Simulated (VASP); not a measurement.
Runs of VASP 6.6.1 on Tl. The structure is that of space group P6_3/mmc (No. 194), or close to it. The cells are those of the table. 

| cell | gap on the mesh (eV) | pressure (GPa) |
| --- | --- | --- |
| a = 3.370, b = 3.370, c = 5.801 Å, angles 90.0, 90.0, 120.0°, 2 atoms | none | (a) |
| a = 3.542, b = 3.542, c = 5.249 Å, angles 90.0, 90.0, 120.0°, 2 atoms | none | 3.6 |
| a = 3.456, b = 3.456, c = 5.387 Å, angles 90.0, 90.0, 120.0°, 2 atoms | none | 4.4 |
| a = 3.370, b = 3.370, c = 5.525 Å, angles 90.0, 90.0, 120.0°, 2 atoms | none | (b) |
| a = 3.542, b = 3.542, c = 5.387 Å, angles 90.0, 90.0, 120.0°, 2 atoms | none | 2.4 |
| a = 3.456, b = 3.456, c = 5.663 Å, angles 90.0, 90.0, 120.0°, 2 atoms | none | 2.1 |
| a = 3.370, b = 3.370, c = 5.663 Å, angles 90.0, 90.0, 120.0°, 2 atoms | none | 4.3 |

Alike in all rows: task single point; level PBE; potentials or basis VASP PAW PBE potentials, release 64 (Tl_d); no spin polarisation; k mesh 18 × 18 × 10; cutoff (eV) 520; smearing gaussian 0.15 eV.

**Question.** Fill in the values left out.

**Answer.** (a) 3.2; (b) 5.6.

Caveats: spin-orbit coupling is left out, which moves the levels of the heavy elements; the cell stands under pressure (at least some runs).

A k mesh can miss the band edges, and the runs leave out spin-orbit coupling on Tl.

A gap of «none» marks levels without a gap at the run's occupations.
